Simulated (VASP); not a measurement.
# Ba3Pb2 (Pm-3m) in VASP: further runs

Runs on Ba3Pb2. Level: PBE. Tasks: relaxation of cell and atoms.

Program: VASP 6.6.1. These are calculated values, not measurements. Logs are shortened: lines on timing, memory, paths and dates and some standing lists are left out, and cuts for length are marked.

**1. The cell of the first run**

The structure is cubic, space group Pm-3m (No. 221). Conventional cell: a = 5.607 Å, b = 5.607 Å, c = 5.607 Å, α = 90.00°, β = 90.00°, γ = 90.00°. Within 3.7 Å of Ba (site symmetry 4/mmm) lie 2 Pb at 2.80 Å. Within 3.7 Å of Pb (site symmetry m-3m) lie 6 Ba at 2.80 Å. Pb (site symmetry m-3m) has 12 Ba at 3.96 Å and 8 Pb at 4.86 Å within 5.2 Å.

The cell was built from a structure type or drawn by symmetry, and may not be a known phase.

**2. Relaxation of cell and atoms, PBE**

INCAR reads:

```
ALGO     = Normal         # electronic algorithm
EDIFF    = 1E-6           # SCF threshold, eV
EDIFFG   = -0.04          # ionic threshold
ENCUT    = 600            # plane-wave cutoff, eV
GGA      = PE             # functional
IBRION   = 2              # ionic algorithm
ISIF     = 3              # what is computed and relaxed
ISMEAR   = 0              # smearing method
LASPH    = True           # aspherical terms in the spheres
LCHARG   = False          # write CHGCAR
LREAL    = False          # projectors in reciprocal space
LWAVE    = False          # write WAVECAR
NELM     = 60             # most SCF steps
NSW      = 90             # ionic steps
PREC     = Accurate       # precision mode
SIGMA    = 0.1            # smearing width, eV
```

KPOINTS reads:

```
k-points
0
Gamma
  4 4 4
```

POSCAR reads:

```
Ba3Pb2
1.0
    5.6068943800      0.0000000000      0.0000000000
    0.0000000000      5.6068943800      0.0000000000
    0.0000000000      0.0000000000      5.6068943800
Ba Pb
3 2
Direct
    0.5000000000      0.0000000000      0.0000000000
    0.0000000000      0.5000000000      0.0000000000
    0.0000000000      0.0000000000      0.5000000000
    0.0000000000      0.0000000000      0.0000000000
    0.5000000000      0.5000000000      0.5000000000
```

Potentials or basis: VASP PAW PBE potentials, release 64 (Ba_sv, Pb_d).

Launch:

```sh
$ cat potpaw_PBE.64/Ba_sv/POTCAR potpaw_PBE.64/Pb_d/POTCAR > POTCAR
$ mpirun -np 1 vasp_std > vasp.out
```

OUTCAR:

```text
EDIFF = 1E-6
   EDIFFG = -0.04
   ENCUT = 600
   GGA = PE
   IBRION = 2
   ISIF = 3
   ISMEAR = 0
   LASPH = True
   LREAL = False
   NELM = 60
   NSW = 90
   PREC = Accurate

 ion  position               nearest neighbor table
   1  0.500  0.000  0.000-   4 2.80   4 2.80   2 3.96   5 3.96   3 3.96   5 3.96   2 3.96   5 3.96
                             5 3.96   2 3.96   3 3.96   3 3.96   3 3.96   2 3.96
   2  0.000  0.500  0.000-   4 2.80   4 2.80   1 3.96   5 3.96   3 3.96   5 3.96   1 3.96   3 3.96
                             3 3.96   3 3.96   1 3.96   5 3.96   5 3.96   1 3.96
   3  0.000  0.000  0.500-   4 2.80   4 2.80   1 3.96   5 3.96   1 3.96   2 3.96   2 3.96   2 3.96
                             5 3.96   2 3.96   1 3.96   5 3.96   1 3.96   5 3.96
   4  0.000  0.000  0.000-   1 2.80   2 2.80   3 2.80   3 2.80   2 2.80   1 2.80
   5  0.500  0.500  0.500-   1 3.96   2 3.96   3 3.96   1 3.96   2 3.96   1 3.96   3 3.96   1 3.96
                             2 3.96   3 3.96   2 3.96   3 3.96

  LATTYP: Found a simple cubic cell.
 ALAT       =     5.6068943800

  Lattice vectors:

 A1 = (   5.6068943800,   0.0000000000,   0.0000000000)
 A2 = (   0.0000000000,   5.6068943800,   0.0000000000)
 A3 = (   0.0000000000,   0.0000000000,   5.6068943800)

Analysis of symmetry for initial positions (statically):
=====================================================================
 Subroutine PRICEL returns:
 Original cell was already a primitive cell.

 Routine SETGRP: Setting up the symmetry group for a
 simple cubic supercell.

 Subroutine GETGRP returns: Found 48 space group operations
 (whereof 48 operations were pure point group operations)
 out of a pool of 48 trial point group operations.

The static configuration has the point symmetry O_h .

Analysis of symmetry for dynamics (positions and initial velocities):
=====================================================================
 Subroutine PRICEL returns:
 Original cell was already a primitive cell.

 Routine SETGRP: Setting up the symmetry group for a
 simple cubic supercell.

 Subroutine GETGRP returns: Found 48 space group operations
 (whereof 48 operations were pure point group operations)
 out of a pool of 48 trial point group operations.

The dynamic configuration has the point symmetry O_h .

 Subroutine INISYM returns: Found 48 space group operations
 (whereof 48 operations are pure point group operations),
 and found     1 'primitive' translations

----------------------------------------------------------------------------------------

                                     Primitive cell

  volume of cell :     176.2654

  direct lattice vectors                    reciprocal lattice vectors
     5.606894380  0.000000000  0.000000000     0.178351853  0.000000000  0.000000000
     0.000000000  5.606894380  0.000000000     0.000000000  0.178351853  0.000000000
     0.000000000  0.000000000  5.606894380     0.000000000  0.000000000  0.178351853

  length of vectors
     5.606894380  5.606894380  5.606894380     0.178351853  0.178351853  0.178351853

  position of ions in fractional coordinates (direct lattice)
     0.500000000  0.000000000  0.000000000
     0.000000000  0.500000000  0.000000000
     0.000000000  0.000000000  0.500000000
     0.000000000  0.000000000  0.000000000
     0.500000000  0.500000000  0.500000000

  ion indices of the primitive-cell ions
   primitive index   ion index
                 1           1
                 2           2
                 3           3
                 4           4
                 5           5

----------------------------------------------------------------------------------------

 KPOINTS: k-points

Automatic generation of k-mesh.
 Grid dimensions read from file:
 generate k-points for:    4    4    4

 Generating k-lattice:

  Cartesian coordinates                     Fractional coordinates (reciprocal lattice)
     0.044587963  0.000000000  0.000000000     0.250000000  0.000000000  0.000000000
     0.000000000  0.044587963  0.000000000     0.000000000  0.250000000  0.000000000
     0.000000000  0.000000000  0.044587963     0.000000000  0.000000000  0.250000000

  Length of vectors
     0.044587963  0.044587963  0.044587963

  Shift w.r.t. Gamma in fractional coordinates (k-lattice)
     0.000000000  0.000000000  0.000000000

 Subroutine IBZKPT returns following result:
 ===========================================

 Found     10 irreducible k-points:

 Following reciprocal coordinates:
            Coordinates               Weight
  0.000000  0.000000  0.000000      1.000000
  0.250000  0.000000  0.000000      6.000000
  0.500000  0.000000  0.000000      3.000000
  0.250000  0.250000  0.000000     12.000000
  0.500000  0.250000  0.000000     12.000000
  0.500000  0.500000  0.000000      3.000000
  0.250000  0.250000  0.250000      8.000000
  0.500000  0.250000  0.250000     12.000000
  0.500000  0.500000  0.250000      6.000000
  0.500000  0.500000  0.500000      1.000000
   k-points           NKPTS =     10   k-points in BZ     NKDIM =     10   number of bands    NBANDS=     34
   number of dos      NEDOS =    301   number of ions     NIONS =      5
   total plane-waves  NPLWV = 110592
   dimension x,y,z NGX =    48 NGY =   48 NGZ =   48
   dimension x,y,z NGXF=    96 NGYF=   96 NGZF=   96
   ions per type =               3   2
   NGX,Y,Z   is equivalent  to a cutoff of  14.23, 14.23, 14.23 a.u.
   NGXF,Y,Z  is equivalent  to a cutoff of  28.46, 28.46, 28.46 a.u.
 SYSTEM =  unknown system
   PREC   = accura    normal or accurate (medium, high low for compatibility)
   ISTART =      0    job   : 0-new  1-cont  2-samecut
   ICHARG =      2    charge: 1-file 2-atom 10-const
   ISPIN  =      1    spin polarized calculation?
   LNONCOLLINEAR =      F non collinear calculations
   LSORBIT =      F    spin-orbit coupling
   LASPH  =      T    aspherical Exc in radial PAW
   ENCUT  =  600.0 eV  44.10 Ry    6.64 a.u.  11.20 11.20 11.20*2*pi/ulx,y,z
   NELM   =     60;   NELMIN=  2; NELMDL= -5     # of ELM steps
   EDIFF  = 0.1E-05   stopping-criterion for ELM
   LREAL  =      F    real-space projection
   EDIFFG = -.4E-01   stopping-criterion for IOM
   NSW    =     90    number of steps for IOM
   IBRION =      2    ionic relax: 0-MD 1-quasi-New 2-CG
   NFREE  =      1    steps in history (QN), initial steepest desc. (CG)
   ISIF   =      3    stress and relaxation
   ISYM   =      2    0-nonsym 1-usesym 2-fastsym
   POTIM  = 0.5000    time-step for ionic-motion
   TEBEG  =    0.0;   TEEND  =   0.0 temperature during run
   PSTRESS=    0.0 pullay stress
   NELECT =      58.0000    total number of electrons
   NUPDOWN=      -1.0000    fix difference up-down
   EMIN   =  10.00;   EMAX   =-10.00  energy-range for DOS
   EFERMI =   0.00;   METHOD = LEGACY
   ISMEAR =     0;   SIGMA  =   0.10  broadening in eV -4-tet -1-fermi 0-gaus
   EFERMI_NEDOS =   21; number of points for ismear=-14 and -15
   IALGO  =     38    algorithm
   IMIX   =      4    mixing-type and parameters
     AMIX     =   0.40;   BMIX     =  1.00
     AMIX_MAG =   1.60;   BMIX_MAG =  1.00
  volume/ion in A,a.u.               =      35.25       237.90
  Fermi-wavevector in a.u.,A,eV,Ry     =   1.130217  2.135800 17.379949  1.277390
  Thomas-Fermi vector in A             =   2.266913
   LORBIT       =      0    0 simple, 1 ext, 2 COOP (PROOUT), +10 PAW based schemes
   GGA     = PE    functional components
   LHFCALC =     F    Hartree Fock is set to
   AEXX    =    0.0000 exact exchange contribution
   IVDW    =     0    specifies the selected vdW correction
   LEPSILON=     F    determine dielectric tensor
   LRPA    =     F    only Hartree local field effects (RPA)
 conjugate gradient relaxation of ions
 non-spin polarized calculation
 Gauss-broadening in eV      SIGMA  =   0.10
  energy-cutoff  :      600.00
  volume of cell :      176.27
 maximum number of plane-waves:      5910
 NGX is ok and might be reduce to    48
   NGX = 23   NGY = 23   NGZ = 23

--------------------------------------- Ionic step        1  -------------------------------------------

 number of electron      57.9999995 magnetization

 Free energy of the ion-electron system (eV)
  ---------------------------------------------------
  ext. energy  EPLUGINS =         0.00000000
  ---------------------------------------------------
  free energy    TOTEN  =        -8.31493368 eV

  energy without entropy =       -8.27209453  energy(sigma->0) =       -8.29351410

 E-fermi :   4.3507     XC(G=0):  -9.3181

 val. band max:        4.3454366624   @ k =   0.5000   0.2500   0.0000
 cond. band min:       4.5021062770   @ k =   0.5000   0.5000   0.5000
 fundamental gap:      0.1566696145
 Fermi energy:         4.3507152476

 k-point     1 :       0.0000    0.0000    0.0000
  band No.  band energies     occupation
      1     -23.5963      2.00000
      2     -23.3888      2.00000
      3     -23.3888      2.00000
      4     -13.1335      2.00000
      5     -13.1335      2.00000
      6     -13.0477      2.00000
[... 459 lines left out ...]
 POSITION                                       TOTAL-FORCE (eV/Angst)
 -----------------------------------------------------------------------------------
      3.29584     -0.00000     -0.00000        -0.000000     -0.000000      0.000000
      0.00000      3.29584     -0.00000        -0.000000      0.000000      0.000000
      0.00000      0.00000      3.29584        -0.000000     -0.000000      0.000000
      0.00000      0.00000      0.00000        -0.000000     -0.000000      0.000000
      3.29584      3.29584      3.29584         0.000000     -0.000000      0.000000
 -----------------------------------------------------------------------------------
    total drift:                                0.000000     -0.000000      0.000000

  FREE ENERGIE OF THE ION-ELECTRON SYSTEM (eV)
  ---------------------------------------------------
  free  energy   TOTEN  =       -13.2593050329 eV

  energy  without entropy=      -13.1911220170  energy(sigma->0) =      -13.22521352

--------------------------------------- Ionic step        4  -------------------------------------------

 number of electron      57.9999988 magnetization

 Free energy of the ion-electron system (eV)
  ---------------------------------------------------
  ext. energy  EPLUGINS =         0.00000000
  ---------------------------------------------------
  free energy    TOTEN  =       -13.27067913 eV

  energy without entropy =      -13.20099886  energy(sigma->0) =      -13.23583899

 E-fermi :   1.5845     XC(G=0):  -7.3319

 val. band max:        1.5726808574   @ k =   0.2500   0.0000   0.0000
 cond. band min:       1.5900000638   @ k =   0.5000   0.0000   0.0000
 fundamental gap:      0.0173192063
 Fermi energy:         1.5844607161

 k-point     1 :       0.0000    0.0000    0.0000
  band No.  band energies     occupation
      1     -26.9660      2.00000
      2     -26.9450      2.00000
      3     -26.9450      2.00000
      4     -14.6677      2.00000
      5     -14.6677      2.00000
      6     -14.6677      2.00000
[... 381 lines left out ...]
 POSITION                                       TOTAL-FORCE (eV/Angst)
 -----------------------------------------------------------------------------------
      3.33105     -0.00000     -0.00000        -0.000000     -0.000000      0.000000
      0.00000      3.33105     -0.00000        -0.000000      0.000000      0.000000
      0.00000      0.00000      3.33105        -0.000000     -0.000000      0.000000
      0.00000      0.00000      0.00000        -0.000000     -0.000000      0.000000
      3.33105      3.33105      3.33105         0.000000     -0.000000      0.000000
 -----------------------------------------------------------------------------------
    total drift:                                0.000000     -0.000000      0.000000

  FREE ENERGIE OF THE ION-ELECTRON SYSTEM (eV)
  ---------------------------------------------------
  free  energy   TOTEN  =       -13.2706791305 eV

  energy  without entropy=      -13.2009988593  energy(sigma->0) =      -13.23583899

 reached required accuracy - stopping structural energy minimisation
```

Run time: 9.2 min. Hardware: 1 thread of Intel Xeon 8259CL, shared host; peak memory 0.37 GiB.

What came out:

```yaml
Free_energy: -13.2707 eV
Relaxed_volume: 59.14 Å³/atom
Relaxed_cell: a = 6.662 Å, b = 6.662 Å, c = 6.662 Å, α = 90.00°, β = 90.00°, γ = 90.00°
Space_group_after_relaxing_to_0.1_Å: Pm-3m (No. 221)
Energy_gained_by_relaxing: 991.1 meV/atom
Ionic_steps: 4
Pressure_after_relaxing: 0.0 GPa
Band_gap_on_the_k_mesh: zero (bands 29 and 30 overlap by 0.82 eV)
```

Step by step:
```tsv
step	energy change (eV)	largest force (eV/Å)	pressure (GPa)	volume (Å³)
1	0.0000	0.0000	20.94	176.27
2	-4.8606	0.0000	-1.06	321.88
3	-4.9444	0.0000	0.44	286.41
4	-4.9557	0.0000	-0.04	295.69
```

Final structure:
```
Ba Pb
1.0
     6.66211    0.00000    0.00000
     0.00000    6.66211    0.00000
     0.00000    0.00000    6.66211
Ba Pb
3 2
Direct
  0.50000 0.00000 0.00000
  0.00000 0.50000 0.00000
  0.00000 0.00000 0.50000
  0.00000 0.00000 0.00000
  0.50000 0.50000 0.50000
```

Levels at points of the mesh, in eV from the Fermi level:
| k point | band 28 | band 29 | band 30 | band 31 | band 32 | band 33 |
| --- | --- | --- | --- | --- | --- | --- |
| (0.00, 0.00, 0.00) | 0.03 | 0.67 | 0.67 | 0.87 | 0.87 | 0.87 |
| (0.50, 0.00, 0.00) | 0.01 | 0.01 | 0.01 | 1.08 | 1.13 | 1.44 |
| (0.50, 0.50, 0.00) | -0.24 | -0.24 | -0.09 | 1.65 | 1.75 | 1.75 |
| (0.50, 0.50, 0.50) | -0.15 | -0.15 | -0.15 | 1.48 | 1.72 | 1.72 |

Caveat: the volume moved by over 15 % at a fixed basis, so the end points are rough; spin-orbit coupling is left out, which moves the levels of the heavy elements.

**3. Relaxation of cell and atoms, PBE**

This run uses another cell than the first one, of 57.11 Å³/atom.

INCAR reads:

```
SYSTEM = Ba3Pb2
ALGO = Fast
EDIFF = 1E-6
EDIFFG = -0.01
ENCUT = 600
GGA = PE
IBRION = 2
ISIF = 3
ISMEAR = 0
LASPH = .True.
LCHARG = .False.
LREAL = .False.
LWAVE = .False.
NELM = 80
NSW = 100
PREC = Accurate
SIGMA = 0.1
```

KPOINTS reads:

```
k-points
0
Gamma
  6 6 6
  0 0 0
```

Edit POSCAR of step 2 so:

```diff
@@ -2,5 +2,5 @@
 1.0
-    5.6068943800      0.0000000000      0.0000000000
-    0.0000000000      5.6068943800      0.0000000000
-    0.0000000000      0.0000000000      5.6068943800
+    6.5852354185      0.0000000000      0.0000000000
+    0.0000000000      6.5852354185      0.0000000000
+    0.0000000000      0.0000000000      6.5852354185
 Ba Pb
```

Potentials or basis: VASP PAW PBE potentials, release 64 (Ba_sv, Pb_d).

Launch:

```sh
$ cat potpaw_PBE.64/Ba_sv/POTCAR potpaw_PBE.64/Pb_d/POTCAR > POTCAR
$ mpirun -np 1 vasp_std > vasp.out
```

It took 28 min on 1 thread of Intel Xeon 8259CL, shared host; peak memory 0.57 GiB.

The run converged. Its results:

- Free energy: -13.2798 eV
- Relaxed volume: 59.13 Å³/atom
- Relaxed cell: a = 6.662 Å, b = 6.662 Å, c = 6.662 Å, α = 90.00°, β = 90.00°, γ = 90.00°
- Space group after relaxing (to 0.1 Å): Pm-3m (No. 221)
- Energy gained by relaxing: 3.2 meV/atom
- Ionic steps: 3
- Pressure after relaxing: 0.0 GPa
- Band gap on the k mesh: zero (bands 29 and 30 overlap by 0.83 eV)

Step by step:
```tsv
step	energy change (eV)	largest force (eV/Å)	pressure (GPa)	volume (Å³)
1	0.0000	0.0000	0.52	285.57
2	-0.0151	0.0000	0.11	293.33
3	-0.0159	0.0000	0.00	295.65
```

Final structure:
```xyz
5
Lattice="6.6618 0.0000 0.0000 0.0000 6.6618 0.0000 0.0000 0.0000 6.6618" Properties=species:S:1:pos:R:3 pbc="T T T"
Ba    3.3309    0.0000    0.0000
Ba    0.0000    3.3309    0.0000
Ba    0.0000    0.0000    3.3309
Pb    0.0000    0.0000    0.0000
Pb    3.3309    3.3309    3.3309
```

Levels at points of the mesh, in eV from the Fermi level:
| k point | band 28 | band 29 | band 30 | band 31 | band 32 | band 33 |
| --- | --- | --- | --- | --- | --- | --- |
| (0.00, 0.00, 0.00) | 0.05 | 0.68 | 0.68 | 0.89 | 0.89 | 0.89 |
| (0.50, 0.00, 0.00) | 0.01 | 0.04 | 0.04 | 1.11 | 1.14 | 1.45 |
| (0.50, 0.50, 0.00) | -0.23 | -0.23 | -0.08 | 1.67 | 1.77 | 1.78 |
| (0.50, 0.50, 0.50) | -0.15 | -0.15 | -0.15 | 1.49 | 1.73 | 1.74 |

Caveat: spin-orbit coupling is left out, which moves the levels of the heavy elements.
